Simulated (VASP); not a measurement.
Zn: single point with LDA

Crystal: Zn.

```
CELL_PARAMETERS angstrom
-1.88905 1.51720 1.51720
1.51720 -1.88905 1.51720
1.51720 1.51720 -1.88905
ATOMIC_POSITIONS crystal
Zn 0.00000 0.00000 0.00000
```

```
Program             : VASP 6.6.1
Task                : single point
Functional          : LDA
Potentials or basis : VASP PAW LDA potentials, release 64 (Zn)
Cutoff              : 520 eV
k mesh              : 22 × 22 × 22
Occupations         : gaussian, width 0.15 eV
Spin                : no spin polarisation
```

```
Pressure               : 44.0 GPa
Band gap on the k mesh : zero (band 6 reaches 7.51 eV, above the bottom of band 7 at 0.54 eV)
```

Stress tensor (GPa, compression positive):
```
43.96 46.96 46.96
46.96 43.96 46.96
46.96 46.96 43.96
```

Levels at points of the mesh, in eV from the Fermi level:
| k point | band 3 | band 4 | band 5 | band 6 | band 7 | band 8 | band 9 | band 10 |
| --- | --- | --- | --- | --- | --- | --- | --- | --- |
| (0.00, 0.00, 0.00) | -8.13 | -8.13 | -6.88 | -6.88 | 12.90 | 12.90 | 16.65 | 17.87 |
| (0.50, 0.00, 0.00) | -7.66 | -7.46 | -6.69 | -0.36 | 4.05 | 11.86 | 14.08 | 16.77 |
| (0.50, 0.50, 0.00) | -7.49 | -6.86 | -6.81 | -4.13 | -3.09 | 7.40 | 12.48 | 28.96 |
| (0.50, 0.50, 0.50) | -7.40 | -7.40 | -6.36 | 3.88 | 7.36 | 7.36 | 10.97 | 10.97 |

It took 120 s on 1 thread of Intel(R) Xeon(R) 6975P-C (Granite Rapids), with other jobs on the host, peak memory 0.26 GiB.
